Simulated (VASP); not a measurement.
Here is a VASP 6.6.1 calculation.

The input INCAR:

```
SYSTEM = Si2Mo
PREC = Accurate ; ENCUT = 520
EDIFF = 1E-8 ; ISMEAR = -1
SIGMA = 0.03 ; LREAL = .False.
LASPH = .True. ; NELM = 60
ALGO = Normal ; ISIF = 2
LWAVE = .False. ; LCHARG = .False.
GGA = PE ; LEFG = .True.
ISYM = 0 ; NBANDS = 18
```

The input KPOINTS:

```
regular mesh
0
Gamma
  12 12 16
  0 0 0
```

File POSCAR:

```
Si2Mo
1.0
   -1.5673377739      1.5673377739      3.8502632003
    1.5673377739     -1.5673377739      3.8502632003
    1.5673377739      1.5673377739     -3.8502632003
Si Mo
2 1
Direct
    0.3330000000      0.3330000000      0.0000000000
    0.6670000000      0.6670000000      0.0000000000
    0.0000000000      0.0000000000      0.0000000000
```

Potentials or basis: VASP PAW PBE potentials, release 64 (Si, Mo_sv).

Launch:

```sh
$ cat potpaw_PBE.64/Si/POTCAR potpaw_PBE.64/Mo_sv/POTCAR > POTCAR
$ mpirun -np 1 vasp_std > vasp.out
```

Question: Predict the pressure.

Answer: 17.9 GPa.

Question: Predict the band gap on the k mesh.

Answer: Zero (bands 11 and 12 overlap by 1.03 eV).

Question: What does it give for the largest force?

Answer: 0.175 eV/Å.

Electric field gradients, principal values (V/Å²):
```csv
atom,least,middle,greatest (by size)
1 Si,6.849,6.876,-13.724
2 Si,6.849,6.876,-13.724
3 Mo,32.668,33.215,-65.883
```

Caveat: the cell stands under pressure; without QUAD_EFG the Cq values of the log hold for a quadrupole moment of 1 mb, not for the nuclei.
